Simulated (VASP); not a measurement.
A run of VASP 6.6.1:

File POSCAR:

```
GaP
1.0
    0.0000000000      2.6163833159      2.6163833159
    2.6163833159      0.0000000000      2.6163833159
    2.6163833159      2.6163833159      0.0000000000
Ga P
1 1
Direct
    0.0000000000      0.0000000000      0.0000000000
    0.2500000000      0.2500000000      0.2500000000
```

File INCAR.step1:

```
SYSTEM = GaP
PREC = Accurate
ENCUT = 520
EDIFF = 1E-5
ISMEAR = 0
SIGMA = 0.01
LREAL = .False.
LASPH = .True.
NELM = 80
ALGO = Normal
ISIF = 2
LWAVE = .True.
GGA = PE
NBANDS = 16
```

INCAR.step2

```
SYSTEM = GaP
PREC = Accurate
ENCUT = 520
EDIFF = 1E-6
ISMEAR = 0
SIGMA = 0.01
LREAL = .False.
LASPH = .True.
NELM = 80
ALGO = Normal
ISIF = 2
LWAVE = .False.
LCHARG = .True.
GGA = PE
LHFCALC = .True.
HFSCREEN = 0.2079
PRECFOCK = Normal
LELF = .True.
LVHAR = .True.
ISTART = 1
NBANDS = 16
```

File KPOINTS:

```
Automatic mesh
0
Gamma
  6 6 6
  0 0 0
```

Potentials or basis: VASP PAW PBE potentials, release 64 (Ga_d, P).

Command:

```console
$ cat potpaw_PBE.64/Ga_d/POTCAR potpaw_PBE.64/P/POTCAR > POTCAR
$ cp INCAR.step1 INCAR
$ mpirun -np 1 vasp_std > vasp.out
$ cp INCAR.step2 INCAR
$ mpirun -np 1 vasp_std > vasp.out
```

Hardware: 1 thread of AMD EPYC 7R13, with other jobs on the host.

How long does it take, and how much memory?

Run time: 92 min on 1 thread of AMD EPYC 7R13, on a shared host, peak memory 0.26 GiB. Counts: k points 16.
